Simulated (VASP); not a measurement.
# Bi (Im-3m) in VASP: settings compared, part 2 of 3

VASP 6.6.1. Earlier steps stand in the parts before.

## (3) Elastic constants, PBEsol+D3(BJ)

File INCAR:

```
ALGO = Normal
EDIFF = 1E-8
ENCUT = 500
GGA = PS
GGA_COMPAT = F
IBRION = 6
ISIF = 3
ISMEAR = 1
IVDW = 12
LASPH = T
LCHARG = F
LREAL = F
LWAVE = F
NBANDS = 14
NELM = 120
NFREE = 2
NSW = 1
POTIM = 0.015
PREC = Accurate
SIGMA = 0.05
```

File KPOINTS:

```
k-points
0
Gamma
  7 7 7
```

File POSCAR:

```
Bi
1.0
   -1.9814305300      1.9814305300      1.9814305300
    1.9814305300     -1.9814305300      1.9814305300
    1.9814305300      1.9814305300     -1.9814305300
Bi
1
Direct
    0.0000000000      0.0000000000      0.0000000000
```

Potentials or basis: VASP PAW PBE potentials, release 64 (Bi_d).

The run is started by

```console
> cat potpaw_PBE.64/Bi_d/POTCAR > POTCAR
> mpirun -np 1 vasp_std > vasp.out
```

OUTCAR:

```text
EDIFF = 1E-8
   ENCUT = 500
   GGA = PS
   IBRION = 6
   ISIF = 3
   ISMEAR = 1
   IVDW = 12
   LASPH = T
   LREAL = F
   NELM = 120
   NFREE = 2
   NSW = 1
   POTIM = 0.015
   PREC = Accurate
 IVDW          = 12

 ion  position               nearest neighbor table
   1  0.000  0.000  0.000-

[... 792 lines left out ...]
      0.000000  0.000000  0.000000     0.280000    0.960000    0.000000

   2 f/i=    0.000000 THz     0.000000 2PiTHz    0.000000 cm-1     0.000000 meV
             X         Y         Z           dx          dy          dz
      0.000000  0.000000  0.000000     0.960000   -0.280000    0.000000

   3 f/i=    0.000000 THz     0.000000 2PiTHz    0.000000 cm-1     0.000000 meV
             X         Y         Z           dx          dy          dz
      0.000000  0.000000  0.000000     0.000000    0.000000    1.000000

--------------------------------------------------------------------------------------------------------

 ELASTIC MODULI CONTR FROM IONIC RELAXATION (kBar)
 Direction    XX          YY          ZZ          XY          YZ          ZX
 --------------------------------------------------------------------------------
 XX           0.0000      0.0000      0.0000      0.0000      0.0000      0.0000
 YY           0.0000      0.0000      0.0000      0.0000      0.0000      0.0000
 ZZ           0.0000      0.0000      0.0000      0.0000      0.0000      0.0000
 XY           0.0000      0.0000      0.0000      0.0000      0.0000      0.0000
 YZ           0.0000      0.0000      0.0000      0.0000      0.0000      0.0000
 ZX           0.0000      0.0000      0.0000      0.0000      0.0000      0.0000
 --------------------------------------------------------------------------------

 TOTAL ELASTIC MODULI (kBar)
 Direction    XX          YY          ZZ          XY          YZ          ZX
 --------------------------------------------------------------------------------
 XX         267.9515    645.1155    645.1155      0.0000      0.0000      0.0000
 YY         645.1155    267.9515    645.1155      0.0000      0.0000     -0.0000
 ZZ         645.1155    645.1155    267.9515     -0.0000     -0.0000      0.0000
 XY           0.0000      0.0000     -0.0000   -305.9705      0.0000      0.0000
 YZ           0.0000      0.0000     -0.0000      0.0000   -305.9705      0.0000
 ZX           0.0000     -0.0000      0.0000      0.0000      0.0000   -305.9705
 --------------------------------------------------------------------------------
```

OSZICAR:

```text
N       E                     dE             d eps       ncg     rms          rms(c)
DAV:   1     0.113594859130E+03    0.11359E+03   -0.73916E+03   572   0.121E+03
DAV:   2     0.245245038461E+01   -0.11114E+03   -0.10762E+03   584   0.333E+02
DAV:   3    -0.402342553843E+01   -0.64759E+01   -0.64580E+01   728   0.789E+01
[... 176 lines left out ...]
DAV:   4    -0.417093931062E+01   -0.58431E-05   -0.15936E-04   728   0.148E-01    0.700E-03
DAV:   5    -0.417093832901E+01    0.98161E-06   -0.68693E-06   750   0.274E-02    0.463E-03
DAV:   6    -0.417093710506E+01    0.12240E-05   -0.28602E-06   710   0.263E-02    0.201E-04
DAV:   7    -0.417093705694E+01    0.48113E-07   -0.12574E-07   892   0.360E-03    0.385E-04
DAV:   8    -0.417093705765E+01   -0.70736E-09   -0.22219E-08   636   0.245E-03
  15 F= -.46941696E+01 E0= -.46938400E+01  d E =-.988689E-03
```

Run time: 2.7 min. Hardware: 1 thread of Intel Xeon 6975P-C (Granite Rapids), shared host; peak memory 0.22 GiB.

What came out:

* Elastic constants C11, C12, C44: 27, 65, -31 GPa
* Voigt bulk modulus: 52 GPa
* Dispersion energy per atom: -0.523 eV

Elastic tensor in Voigt notation (GPa, in the Cartesian axes of the cell as first typed):
```
 27  65  65   0   0   0
 65  27  65   0   0   0
 65  65  27   0   0   0
  0   0   0 -31   0   0
  0   0   0   0 -31   0
  0   0   0   0   0 -31
```

Clamped-ion elastic tensor (GPa):
```
 27  65  65   0   0   0
 65  27  65   0   0   0
 65  65  27   0   0   0
  0   0   0 -31   0   0
  0   0   0   0 -31   0
  0   0   0   0   0 -31
```

Caveat: the cell is under stress, which shifts elastic constants; three body term missing; the elastic tensor has a negative eigenvalue, so either the cell is unstable as it stands or the mesh is too thin; the PAW data sets were made with another functional, which shifts forces and pressure a little; spin-orbit coupling is left out, which moves the levels of the heavy elements.

## (4) Single point, PBE

File POSCAR:

```
Bi
1.0
   -1.9814305318      1.9814305318      1.9814305318
    1.9814305318     -1.9814305318      1.9814305318
    1.9814305318      1.9814305318     -1.9814305318
Bi
1
Direct
    0.0000000000      0.0000000000      0.0000000000
```

File INCAR.step1:

```
GGA = PE ; ISMEAR = 1
SIGMA = 0.1 ; LWAVE = False
LCHARG = True ; NBANDS = 22
PREC = Accurate ; LASPH = True
LREAL = False ; ALGO = Normal
EDIFF = 1E-6 ; NELM = 120
GGA_COMPAT = False ; ENCUT = 490
```

File KPOINTS.step1:

```
k-points
0
Gamma
  11 11 11
```

File INCAR.step2:

```
GGA = PE ; ISMEAR = -5
LWAVE = False ; LCHARG = False
NBANDS = 22 ; PREC = Accurate
LASPH = True ; LREAL = False
ALGO = Normal ; EDIFF = 1E-6
NELM = 120 ; GGA_COMPAT = False
ENCUT = 490 ; NEDOS = 4001
LORBIT = 11 ; EMIN = -9.0786
EMAX = 15.9214 ; ICHARG = 11
```

File KPOINTS.step2:

```
Automatic mesh
0
Gamma
  29 29 29
  0 0 0
```

Potentials or basis: VASP PAW PBE potentials, release 64 (Bi_d).

The run is started by

```console
> cat potpaw_PBE.64/Bi_d/POTCAR > POTCAR
> cp INCAR.step1 INCAR
> cp KPOINTS.step1 KPOINTS
> mpirun -np 1 vasp_std > vasp.out
> cp INCAR.step2 INCAR
> cp KPOINTS.step2 KPOINTS
> mpirun -np 1 vasp_std > vasp.out
```

OUTCAR:

```text
GGA = PE
   ISMEAR = -5
   PREC = Accurate
   LASPH = True
   LREAL = False
   EDIFF = 1E-6
   NELM = 120
   ENCUT = 490
   LORBIT = 11
   EMIN = -9.0786
   ICHARG = 11

 ion  position               nearest neighbor table
   1  0.000  0.000  0.000-

  LATTYP: Found a body centered cubic cell.
 ALAT       =     3.9628610636

  Lattice vectors:

 A1 = (  -1.9814305318,   1.9814305318,   1.9814305318)
 A2 = (   1.9814305318,  -1.9814305318,   1.9814305318)
 A3 = (   1.9814305318,   1.9814305318,  -1.9814305318)

Analysis of symmetry for initial positions (statically):
=====================================================================
 Subroutine PRICEL returns:
 Original cell was already a primitive cell.

 Routine SETGRP: Setting up the symmetry group for a
 body centered cubic supercell.

 Subroutine GETGRP returns: Found 48 space group operations
 (whereof 48 operations were pure point group operations)
 out of a pool of 48 trial point group operations.

The static configuration has the point symmetry O_h .

Analysis of symmetry for dynamics (positions and initial velocities):
=====================================================================
 Subroutine PRICEL returns:
 Original cell was already a primitive cell.

 Routine SETGRP: Setting up the symmetry group for a
 body centered cubic supercell.

 Subroutine GETGRP returns: Found 48 space group operations
 (whereof 48 operations were pure point group operations)
 out of a pool of 48 trial point group operations.

The dynamic configuration has the point symmetry O_h .

 Subroutine INISYM returns: Found 48 space group operations
 (whereof 48 operations are pure point group operations),
 and found     1 'primitive' translations

----------------------------------------------------------------------------------------

                                     Primitive cell

  volume of cell :      31.1169

  direct lattice vectors                    reciprocal lattice vectors
    -1.981430532  1.981430532  1.981430532     0.000000000  0.252342937  0.252342937
     1.981430532 -1.981430532  1.981430532     0.252342937  0.000000000  0.252342937
     1.981430532  1.981430532 -1.981430532     0.252342937  0.252342937  0.000000000

  length of vectors
     3.431938353  3.431938353  3.431938353     0.356866804  0.356866804  0.356866804

  position of ions in fractional coordinates (direct lattice)
     0.000000000  0.000000000  0.000000000

  ion indices of the primitive-cell ions
   primitive index   ion index
                 1           1

----------------------------------------------------------------------------------------

 KPOINTS: Automatic mesh

Automatic generation of k-mesh.
 Grid dimensions read from file:
 generate k-points for:   29   29   29

 Generating k-lattice:

  Cartesian coordinates                     Fractional coordinates (reciprocal lattice)
     0.000000000  0.008701481  0.008701481     0.034482759  0.000000000  0.000000000
     0.008701481  0.000000000  0.008701481     0.000000000  0.034482759  0.000000000
     0.008701481  0.008701481  0.000000000     0.000000000  0.000000000  0.034482759

  Length of vectors
     0.012305752  0.012305752  0.012305752

  Shift w.r.t. Gamma in fractional coordinates (k-lattice)
     0.000000000  0.000000000  0.000000000

 TETIRR: Found  29434 inequivalent tetrahedra from   146334

 Subroutine IBZKPT returns following result:
 ===========================================

 Found    680 irreducible k-points:

 Following reciprocal coordinates:
            Coordinates               Weight
  0.000000  0.000000  0.000000      1.000000
  0.034483  0.000000  0.000000     12.000000
  0.068966  0.000000  0.000000     12.000000
  0.103448  0.000000  0.000000     12.000000
  0.137931  0.000000  0.000000     12.000000
  0.172414  0.000000  0.000000     12.000000
[... 16 lines left out ...]
  0.275862  0.034483  0.000000     48.000000
  0.310345  0.034483  0.000000     48.000000
 [... further k-points ...]
   k-points           NKPTS =    680   k-points in BZ     NKDIM =    680   number of bands    NBANDS=     22
   number of dos      NEDOS =   4001   number of ions     NIONS =      1
   total plane-waves  NPLWV =  21952
   dimension x,y,z NGX =    28 NGY =   28 NGZ =   28
   dimension x,y,z NGXF=    56 NGYF=   56 NGZF=   56
   ions per type =               1
   NGX,Y,Z   is equivalent  to a cutoff of  13.56, 13.56, 13.56 a.u.
   NGXF,Y,Z  is equivalent  to a cutoff of  27.13, 27.13, 27.13 a.u.
 SYSTEM =  unknown system
   PREC   = accura    normal or accurate (medium, high low for compatibility)
   ISTART =      0    job   : 0-new  1-cont  2-samecut
   ICHARG =     11    charge: 1-file 2-atom 10-const
   ISPIN  =      1    spin polarized calculation?
   LNONCOLLINEAR =      F non collinear calculations
   LSORBIT =      F    spin-orbit coupling
   LASPH  =      T    aspherical Exc in radial PAW
   ENCUT  =  490.0 eV  36.01 Ry    6.00 a.u.   6.19  6.19  6.19*2*pi/ulx,y,z
   NELM   =    120;   NELMIN=  2; NELMDL=  0     # of ELM steps
   EDIFF  = 0.1E-05   stopping-criterion for ELM
   LREAL  =      F    real-space projection
   EDIFFG = 0.1E-04   stopping-criterion for IOM
   NSW    =      0    number of steps for IOM
   IBRION =     -1    ionic relax: 0-MD 1-quasi-New 2-CG
   NFREE  =      0    steps in history (QN), initial steepest desc. (CG)
   ISIF   =      2    stress and relaxation
   ISYM   =      2    0-nonsym 1-usesym 2-fastsym
   POTIM  = 0.5000    time-step for ionic-motion
   TEBEG  =    0.0;   TEEND  =   0.0 temperature during run

   SCALEE = 1.0000    scale energy and forces
   PSTRESS=    0.0 pullay stress
   NELECT =      15.0000    total number of electrons
   NUPDOWN=      -1.0000    fix difference up-down
   EMIN   =  -9.08;   EMAX   = 15.92  energy-range for DOS
   EFERMI =   0.00;   METHOD = LEGACY
   ISMEAR =    -5;   SIGMA  =   0.20  broadening in eV -4-tet -1-fermi 0-gaus
   EFERMI_NEDOS =   21; number of points for ismear=-14 and -15
   IALGO  =     38    algorithm
   IMIX   =      4    mixing-type and parameters
     AMIX     =   0.40;   BMIX     =  1.00
     AMIX_MAG =   1.60;   BMIX_MAG =  1.00
  volume/ion in A,a.u.               =      31.12       209.99
  Fermi-wavevector in a.u.,A,eV,Ry     =   1.283630  2.425708 22.418388  1.647705
  Thomas-Fermi vector in A             =   2.415871
   LORBIT       =     11    0 simple, 1 ext, 2 COOP (PROOUT), +10 PAW based schemes
   GGA     = PE    functional components
   LHFCALC =     F    Hartree Fock is set to
   AEXX    =    0.0000 exact exchange contribution
   IVDW    =     0    specifies the selected vdW correction
   LEPSILON=     F    determine dielectric tensor
   LRPA    =     F    only Hartree local field effects (RPA)

   CSHIFT  =0.1000    complex shift for real part using Kramers Kronig

   OMEGAMAX=  -1.0    maximum frequency
 non-spin polarized calculation
 Fermi weights with tetrahedron method with Bloechl corrections
  energy-cutoff  :      490.00
  volume of cell :       31.12
 maximum number of plane-waves:       784
 NGX is ok and might be reduce to    28

 number of electron      14.9999994 magnetization

 Free energy of the ion-electron system (eV)
  ---------------------------------------------------
  ext. energy  EPLUGINS =         0.00000000
  ---------------------------------------------------
  free energy    TOTEN  =        -3.75497429 eV

  energy without entropy =       -3.75497429  energy(sigma->0) =       -3.75497429

 E-fermi :   7.9143     XC(G=0): -10.2937

 val. band max:        7.9334437214   @ k =   0.1379   0.0690   0.0690
 cond. band min:       7.8383426387   @ k =   0.1724   0.1724   0.1724
 fundamental gap:     -0.0951010827
 Fermi energy:         7.9143354208

 k-point     1 :       0.0000    0.0000    0.0000
  band No.  band energies     occupation
      1     -15.1219      2.00000
      2     -15.1219      2.00000
      3     -15.1219      2.00000
      4     -14.9924      2.00000
      5     -14.9924      2.00000
      6      -5.6026      2.00000
[... 11 lines left out ...]
     18      20.7080      0.00000
     19      31.8657      0.00000
[... 485 lines left out ...]
 k-point    24 :       0.3103    0.0345    0.0000
  band No.  band energies     occupation
      1     -15.1498      2.00000
      2     -15.0920      2.00000
      3     -15.0091      2.00000
      4     -14.9982      2.00000
      5     -14.9677      2.00000
      6      -3.7618      2.00000
[... 11 lines left out ...]
     18      26.8246      0.00000
     19      27.6043      0.00000

 [... further k-points ...]

 [bands above 19 left out]

------------------------ aborting loop because EDIFF is reached ----------------------------------------

  FORCE on cell =-STRESS in cart. coord.  units (eV):
  Direction    XX          YY          ZZ          XY          YZ          ZX
  --------------------------------------------------------------------------------------
  -------------------------------------------------------------------------------------
  Total        0.1658857      0.1658857      0.1658857      0.0000000      0.0000000      0.0000000
  in kB        8.5412804      8.5412804      8.5412804      0.0000000      0.0000000      0.0000000
  external PRESSURE =       8.5412804 kB  Pullay stress =       0.0000000 kB

 VOLUME and BASIS-vectors are now :
 -----------------------------------------------------------------------------
  energy-cutoff  :      490.00
  volume of cell :       31.12
      direct lattice vectors                 reciprocal lattice vectors
    -1.981430532  1.981430532  1.981430532     0.000000000  0.252342937  0.252342937
     1.981430532 -1.981430532  1.981430532     0.252342937  0.000000000  0.252342937
     1.981430532  1.981430532 -1.981430532     0.252342937  0.252342937  0.000000000

 POSITION                                       TOTAL-FORCE (eV/Angst)
 -----------------------------------------------------------------------------------
      0.00000      0.00000      0.00000         0.000000     -0.000000      0.000000
 -----------------------------------------------------------------------------------
    total drift:                                0.000000     -0.000000     -0.000000

  FREE ENERGIE OF THE ION-ELECTRON SYSTEM (eV)
  ---------------------------------------------------
  free  energy   TOTEN  =        -3.7549742858 eV

  energy  without entropy=       -3.7549742858  energy(sigma->0) =       -3.75497429

 total charge

# of ion       s       p       d       tot
------------------------------------------
    1        1.555   1.259   9.919  12.734
```

Wall time 2.5 min (1 thread of Intel Xeon 6975P-C (Granite Rapids), shared host); peak memory 0.51 GiB.

Results:

| Item | Value |
| --- | --- |
| Valence electrons inside the program's atomic spheres | Bi 12.73 |
| Density of states at the Fermi level | 0.67 states/eV/atom |

Levels at points of the mesh, in eV from the Fermi level:
| k point | band 5 | band 6 | band 7 | band 8 | band 9 | band 10 |
| --- | --- | --- | --- | --- | --- | --- |
| (0.00, 0.00, 0.00) | -22.91 | -13.52 | 5.12 | 5.12 | 5.12 | 9.13 |

Caveat: spin-orbit coupling is left out, which moves the levels of the heavy elements; tetrahedron occupations give inexact forces and stress in metals.

## (5) Single point, PBE

POSCAR is that of step 4.

INCAR.step1 is that of step 4.

KPOINTS.step1 is that of step 4.

INCAR.step2 is that of step 4.

File KPOINTS.step2:

```
Automatic mesh
0
Gamma
  23 23 23
  0 0 0
```

The run is started by

```console
> cat potpaw_PBE.64/Bi_d/POTCAR > POTCAR
> cp INCAR.step1 INCAR
> cp KPOINTS.step1 KPOINTS
> mpirun -np 1 vasp_std > vasp.out
> cp INCAR.step2 INCAR
> cp KPOINTS.step2 KPOINTS
> mpirun -np 1 vasp_std > vasp.out
```

Run time: 2.5 min. Hardware: 1 thread of Intel Xeon Platinum 8259CL at 2.50GHz (Skylake/Cascade Lake), shared host; peak memory 0.33 GiB.

It converged, with:

```
Valence electrons inside the program's atomic spheres : Bi 12.73
Density of states at the Fermi level                  : 0.66 states/eV/atom
```

Levels at points of the mesh, in eV from the Fermi level:
| k point | band 3 | band 4 | band 5 | band 6 | band 7 | band 8 | band 9 | band 10 | band 11 | band 12 |
| --- | --- | --- | --- | --- | --- | --- | --- | --- | --- | --- |
| (0.00, 0.00, 0.00) | -23.04 | -22.91 | -22.91 | -13.52 | 5.12 | 5.12 | 5.12 | 9.13 | 10.48 | 10.48 |

Caveat: spin-orbit coupling is left out, which moves the levels of the heavy elements; tetrahedron occupations give inexact forces and stress in metals.

(Continued in part 3 of 3.)
